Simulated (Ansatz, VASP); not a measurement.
**Two plane-wave programs on Tl3S2**

```
Tl S
1.0
     5.07413    0.00000    0.00000
    -2.53706    4.39432    0.00000
     0.00000    0.00000    6.73486
Tl S
3 2
Direct
  0.00000 0.00000 0.00000
  0.33333 0.66667 0.68377
  0.66667 0.33333 0.31623
  0.33333 0.66667 0.24099
  0.66667 0.33333 0.75901
```

Alike in both runs: functional PBE; k mesh 12 × 12 × 6; occupations gaussian, width 0.1 eV; no spin polarisation.

Ansatz relaxed the structure, and its values are those at the end. VASP's run is a single point on that final structure, the one shown.

```csv
,VASP,Ansatz
version,VASP 6.6.1,Ansatz 0.2.0
potentials or method,"VASP PAW PBE potentials, release 64 (Tl_d, S), cutoff 520 eV","scalar-relativistic, plane waves, PAW"
valence electrons in the cell,51,51
```

|  | VASP | Ansatz | Ansatz less VASP |
| --- | --- | --- | --- |
| gap on the k mesh at the Fermi level (eV) | none | none | - |
| pressure (GPa) | 0.0 | 0.0 | +0.06 |

A gap of «none» marks a metal or a gap that the smearing closes. With one functional, cell and mesh, what is left measures potentials, basis and numerics.

Spin-orbit coupling is off throughout.
